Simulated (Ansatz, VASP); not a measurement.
## One calculation of Fe, two programs

```
Fe
1.0
    -1.39311    1.39311    1.50122
     1.39311   -1.39311    1.50122
     1.39311    1.39311   -1.50122
Fe
1
Direct
  0.00000 0.00000 0.00000
```

Alike in both runs: task single point; functional PBE; k mesh 12 × 12 × 12; occupations gaussian, width 0.15 eV; collinear spin.

|  | VASP | Ansatz |
| --- | --- | --- |
| version | VASP 6.6.1 | Ansatz 0.2.0 |
| potentials or method | VASP PAW PBE potentials, release 64 (Fe), cutoff 520 eV | scalar-relativistic, plane waves, PAW |
| valence electrons in the cell | 8 | 16 |

|  | VASP | Ansatz | Ansatz less VASP |
| --- | --- | --- | --- |
| gap on the k mesh at the Fermi level (eV) | none | none | - |
| pressure (GPa) | -3.7 | -3.6 | +0.10 |
| traceless stress, the component that is largest in VASP (GPa) | -4.43 | -4.43 | -0.006 |
| net moment per atom (μB) | 2.27 | 2.25 | -0.019 |
| size of the moment on the site where the two differ most (μB) | 2.27 | 2.30 | +0.030 |

Site moments also hang on the region over which each program counts them. A gap of «none» marks a metal or a gap that the smearing closes. VASP's potentials hold 8 valence electrons a cell and Ansatz's 16, so a difference there can come from the potentials and not from the codes.
